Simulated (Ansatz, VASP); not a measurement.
**One calculation of Pb, two programs**

```xyz
1
Lattice="-1.9797 1.9797 1.9797 1.9797 -1.9797 1.9797 1.9797 1.9797 -1.9797" Properties=species:S:1:pos:R:3 pbc="T T T"
Pb    0.0000    0.0000    0.0000
```

Alike in both runs: task single point; functional LDA; k mesh 13 × 13 × 13; occupations fermi-dirac, width 0.08 eV; no spin polarisation.

|  | VASP | Ansatz |
| --- | --- | --- |
| version | VASP 6.6.1 | Ansatz 0.2.0 |
| potentials or method | VASP PAW LDA potentials, release 64 (Pb_d), cutoff 520 eV | all-electron LAPW, scalar-relativistic |

Ansatz gave:

- pressure (GPa): -3.1

Q: Estimate VASP's values.

A: Pressure (GPa): -3.0.

LDA's correlation is that of Perdew and Zunger in VASP and of Perdew and Wang (1992) in Ansatz. Ansatz ran all-electron here, and VASP with PAW potentials.

Neither program's run includes spin-orbit coupling.
